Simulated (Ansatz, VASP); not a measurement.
**CaS in VASP and in Ansatz**

```
CELL_PARAMETERS angstrom
0.00000 2.74489 2.74489
2.74489 0.00000 2.74489
2.74489 2.74489 0.00000
ATOMIC_POSITIONS crystal
Ca 0.00000 0.00000 0.00000
S 0.50000 0.50000 0.50000
```

Alike in both runs: task single point; functional r2SCAN; k mesh 5 × 5 × 5; no spin polarisation.

|  | VASP | Ansatz |
| --- | --- | --- |
| version | VASP 6.6.1 | Ansatz 0.2.0 |
| potentials or method | VASP PAW PBE potentials, release 64 (Ca_sv, S), cutoff 550 eV | plane waves, PAW |
| occupations | gaussian, width 0.01 eV | fixed |
| valence electrons in the cell | 16 | 16 |

Ansatz gave:

- pressure (GPa): 8.6

Task: Which values does VASP return?

Result: Pressure (GPa): 9.0.

VASP's potentials were made for PBE, not for r2SCAN.
